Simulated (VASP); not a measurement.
# Li (Im-3m) in VASP: a series of runs

Li is run at these levels: PBEsol; tasks: single point, relaxation of volume and atoms at fixed shape.

Program: VASP 6.6.1. These are calculated values, not measurements. Logs are shortened: lines on timing, memory, paths and dates and some standing lists are left out, and cuts for length are marked.

### 1 The cell of the first run

The structure is cubic, space group Im-3m (No. 229). Conventional cell: a = 3.434 Å, b = 3.434 Å, c = 3.434 Å, α = 90.00°, β = 90.00°, γ = 90.00°. Li (site symmetry m-3m) has 14 Li at 2.97 to 3.43 Å within 3.9 Å.

### 2 Single point, PBEsol

Input file INCAR:

```
SYSTEM = Li
PREC = Accurate
ENCUT = 520
EDIFF = 1E-7
ISMEAR = -1
SIGMA = 0.1
LREAL = .FALSE.
LASPH = .TRUE.
NELM = 80
ALGO = Normal
ISIF = 2
LWAVE = .FALSE.
LCHARG = .FALSE.
GGA = PS
NBANDS = 8
```

Input file KPOINTS:

```
Automatic mesh
0
G
  10 10 10
  0 0 0
```

Input file POSCAR:

```
Li
1.0
   -1.7169131774      1.7169131774      1.7169131774
    1.7169131774     -1.7169131774      1.7169131774
    1.7169131774      1.7169131774     -1.7169131774
Li
1
Direct
    0.0000000000      0.0000000000      0.0000000000
```

Potentials or basis: VASP PAW PBE potentials, release 64 (Li_sv).

Started as:

```bash
cat potpaw_PBE.64/Li_sv/POTCAR > POTCAR
mpirun -np 1 vasp_std > vasp.out
```

OUTCAR:

```text
SYSTEM = Li
   PREC = Accurate
   ENCUT = 520
   EDIFF = 1E-7
   ISMEAR = -1
   LREAL = .FALSE.
   LASPH = .TRUE.
   NELM = 80
   ISIF = 2
   GGA = PS

 ion  position               nearest neighbor table
   1  0.000  0.000  0.000-

  LATTYP: Found a body centered cubic cell.
 ALAT       =     3.4338263548

  Lattice vectors:

 A1 = (  -1.7169131774,   1.7169131774,   1.7169131774)
 A2 = (   1.7169131774,  -1.7169131774,   1.7169131774)
 A3 = (   1.7169131774,   1.7169131774,  -1.7169131774)

Analysis of symmetry for initial positions (statically):
=====================================================================
 Subroutine PRICEL returns:
 Original cell was already a primitive cell.

 Routine SETGRP: Setting up the symmetry group for a
 body centered cubic supercell.

 Subroutine GETGRP returns: Found 48 space group operations
 (whereof 48 operations were pure point group operations)
 out of a pool of 48 trial point group operations.

The static configuration has the point symmetry O_h .

Analysis of symmetry for dynamics (positions and initial velocities):
=====================================================================
 Subroutine PRICEL returns:
 Original cell was already a primitive cell.

 Routine SETGRP: Setting up the symmetry group for a
 body centered cubic supercell.

 Subroutine GETGRP returns: Found 48 space group operations
 (whereof 48 operations were pure point group operations)
 out of a pool of 48 trial point group operations.

The dynamic configuration has the point symmetry O_h .

 Subroutine INISYM returns: Found 48 space group operations
 (whereof 48 operations are pure point group operations),
 and found     1 'primitive' translations

----------------------------------------------------------------------------------------

                                     Primitive cell

  volume of cell :      20.2444

  direct lattice vectors                    reciprocal lattice vectors
    -1.716913177  1.716913177  1.716913177     0.000000000  0.291220317  0.291220317
     1.716913177 -1.716913177  1.716913177     0.291220317  0.000000000  0.291220317
     1.716913177  1.716913177 -1.716913177     0.291220317  0.291220317  0.000000000

  length of vectors
     2.973780855  2.973780855  2.973780855     0.411847722  0.411847722  0.411847722

  position of ions in fractional coordinates (direct lattice)
     0.000000000  0.000000000  0.000000000

  ion indices of the primitive-cell ions
[... 75 lines left out ...]
   LREAL  =      F    real-space projection
   EDIFFG = 0.1E-05   stopping-criterion for IOM
   NSW    =      0    number of steps for IOM
   IBRION =     -1    ionic relax: 0-MD 1-quasi-New 2-CG
   NFREE  =      0    steps in history (QN), initial steepest desc. (CG)
   ISIF   =      2    stress and relaxation
   ISYM   =      2    0-nonsym 1-usesym 2-fastsym
   POTIM  = 0.5000    time-step for ionic-motion
   TEBEG  =    0.0;   TEEND  =   0.0 temperature during run
   PSTRESS=    0.0 pullay stress
   NELECT =       3.0000    total number of electrons
   NUPDOWN=      -1.0000    fix difference up-down
   EMIN   =  10.00;   EMAX   =-10.00  energy-range for DOS
   EFERMI =   0.00;   METHOD = LEGACY
   ISMEAR =    -1;   SIGMA  =   0.10  broadening in eV -4-tet -1-fermi 0-gaus
   EFERMI_NEDOS =   21; number of points for ismear=-14 and -15
   IALGO  =     38    algorithm
   IMIX   =      4    mixing-type and parameters
     AMIX     =   0.40;   BMIX     =  1.00
     AMIX_MAG =   1.60;   BMIX_MAG =  1.00
  volume/ion in A,a.u.               =      20.24       136.62
  Fermi-wavevector in a.u.,A,eV,Ry     =   0.866324  1.637115 10.211403  0.750517
  Thomas-Fermi vector in A             =   1.984696
   LORBIT       =      0    0 simple, 1 ext, 2 COOP (PROOUT), +10 PAW based schemes
   GGA     = PS    functional components
   LHFCALC =     F    Hartree Fock is set to
   AEXX    =    0.0000 exact exchange contribution
   IVDW    =     0    specifies the selected vdW correction
   LEPSILON=     F    determine dielectric tensor
   LRPA    =     F    only Hartree local field effects (RPA)
 non-spin polarized calculation
  energy-cutoff  :      520.00
  volume of cell :       20.24
 maximum number of plane-waves:       563
 NGX is ok and might be reduce to    24
   NGX = 11   NGY = 11   NGZ = 11

 number of electron       3.0000001 magnetization

 Free energy of the ion-electron system (eV)
  ---------------------------------------------------
  ext. energy  EPLUGINS =         0.00000000
  ---------------------------------------------------
  free energy    TOTEN  =        -1.96923448 eV

  energy without entropy =       -1.94908542  energy(sigma->0) =       -1.95915995

 E-fermi :   0.6420     XC(G=0):  -7.0206

 val. band max:        0.6249805097   @ k =   0.3000   0.2000   0.0000
 cond. band min:       0.7355542715   @ k =  -0.3000   0.4000   0.2000
 fundamental gap:      0.1105737618
 Fermi energy:         0.6419789169

 k-point     1 :       0.0000    0.0000    0.0000
  band No.  band energies     occupation
      1     -45.2810      2.00000
      2      -2.9259      2.00000
      3      15.2740      0.00000
      4      15.2740      0.00000
      5      15.2741      0.00000
      6      20.0032      0.00000
      7      20.0032      0.00000
      8      20.0032      0.00000
[... 243 lines left out ...]
 k-point    24 :      -0.3000    0.3000    0.1000
  band No.  band energies     occupation
      1     -45.2658      2.00000
      2      -1.0295      2.00000
      3       7.9304      0.00000
      4      10.8362      0.00000
      5      13.2154      0.00000
      6      15.9050      0.00000
      7      16.8714      0.00000
      8      20.5893      0.00000

 [... further k-points ...]

------------------------ aborting loop because EDIFF is reached ----------------------------------------

  FORCE on cell =-STRESS in cart. coord.  units (eV):
  Direction    XX          YY          ZZ          XY          YZ          ZX
  --------------------------------------------------------------------------------------
  -------------------------------------------------------------------------------------
  Total       -0.0071951     -0.0071951     -0.0071951     -0.0000000      0.0000000     -0.0000000
  in kB       -0.5694305     -0.5694305     -0.5694305     -0.0000000      0.0000000     -0.0000000
  external PRESSURE =      -0.5694305 kB  Pullay stress =       0.0000000 kB

 VOLUME and BASIS-vectors are now :
 -----------------------------------------------------------------------------
  energy-cutoff  :      520.00
  volume of cell :       20.24
      direct lattice vectors                 reciprocal lattice vectors
    -1.716913177  1.716913177  1.716913177     0.000000000  0.291220317  0.291220317
     1.716913177 -1.716913177  1.716913177     0.291220317  0.000000000  0.291220317
     1.716913177  1.716913177 -1.716913177     0.291220317  0.291220317  0.000000000

 POSITION                                       TOTAL-FORCE (eV/Angst)
 -----------------------------------------------------------------------------------
      0.00000      0.00000      0.00000         0.000000     -0.000000     -0.000000
 -----------------------------------------------------------------------------------
    total drift:                               -0.000000     -0.000000      0.000000

  FREE ENERGIE OF THE ION-ELECTRON SYSTEM (eV)
  ---------------------------------------------------
  free  energy   TOTEN  =        -1.9692344797 eV

  energy  without entropy=       -1.9490854201  energy(sigma->0) =       -1.95915995
```

Wall time 10 s (1 thread of Oxide Virtual Turin-like, shared host); peak memory 0.09 GiB.

Results:

* Free energy: -1.9692 eV
* Band gap on the k mesh: zero (an odd number of electrons rules out a gap without spin polarisation)

Caveat: the cutoff is under 1.25 times the usual one of these potentials, so pressure, stress and relaxed cells hold a basis-set (Pulay) error; the PAW data sets were made with another functional, which shifts forces and pressure a little.

### 3 Relaxation of volume and atoms at fixed shape, PBEsol

This run uses another cell than the first one, of 21.61 Å³/atom.

Input file INCAR:

```
SYSTEM = Li
  ALGO = Normal
  EDIFF = 1E-6
  EDIFFG = -0.02
  ENCUT = 600
  GGA = PS
  IBRION = 2
  ISIF = 8
  ISMEAR = -1
  LASPH = .TRUE.
  LCHARG = .FALSE.
  LREAL = .FALSE.
  LWAVE = .FALSE.
  NELM = 80
  NSW = 80
  PREC = Accurate
  SIGMA = 0.1
```

Input file KPOINTS:

```
k-points
0
G
  10 10 10
  0 0 0
```

Input file POSCAR:

```
Li
1.0
   -1.7546500000      1.7546500000      1.7546500000
    1.7546500000     -1.7546500000      1.7546500000
    1.7546500000      1.7546500000     -1.7546500000
Li
1
Direct
    0.0000000000      0.0000000000      0.0000000000
```

Potentials or basis: VASP PAW PBE potentials, release 64 (Li_sv).

Started as:

```bash
cat potpaw_PBE.64/Li_sv/POTCAR > POTCAR
mpirun -np 1 vasp_std > vasp.out
```

Wall time 15 s (1 thread of Oxide Virtual Turin-like, shared host); peak memory 0.09 GiB.

It converged, with:

```
Free energy                           : -1.9712 eV
Relaxed volume                        : 20.26 Å³/atom
Relaxed cell                          : a = 2.975 Å, b = 2.975 Å, c = 2.975 Å, α = 109.47°, β = 109.47°, γ = 109.47°
Space group after relaxing (to 0.1 Å) : Im-3m (No. 229)
Energy gained by relaxing             : 4.4 meV/atom
Ionic steps                           : 3
Pressure after relaxing               : -0.1 GPa
Band gap on the k mesh                : zero (an odd number of electrons rules out a gap without spin polarisation)
```

The path:
| step | energy change (eV) | largest force (eV/Å) | pressure (GPa) | volume (Å³) |
| --- | --- | --- | --- | --- |
| 1 | 0.0000 | 0.0000 | -0.87 | 21.61 |
| 2 | -0.0018 | 0.0000 | -0.69 | 21.24 |
| 3 | -0.0044 | 0.0000 | -0.13 | 20.26 |

Final structure:
```
Li
1.0
    -1.71745    1.71745    1.71745
     1.71745   -1.71745    1.71745
     1.71745    1.71745   -1.71745
Li
1
Direct
  0.00000 0.00000 0.00000
```

Levels at points of the mesh, in eV from the Fermi level:
```
           k point  band 1  band 2  band 3  band 4
(0.00, 0.00, 0.00)  -45.92   -3.57   14.62   14.62
(0.50, 0.00, 0.00)  -45.90    0.23    3.25   10.37
(0.50, 0.50, 0.50)  -45.88    5.52    5.52    5.52
```

Caveat: the cutoff is under 1.25 times the usual one of these potentials, so pressure, stress and relaxed cells hold a basis-set (Pulay) error; the PAW data sets were made with another functional, which shifts forces and pressure a little.

The gap in the log of VASP goes by the Fermi energy; the results here count the filled bands.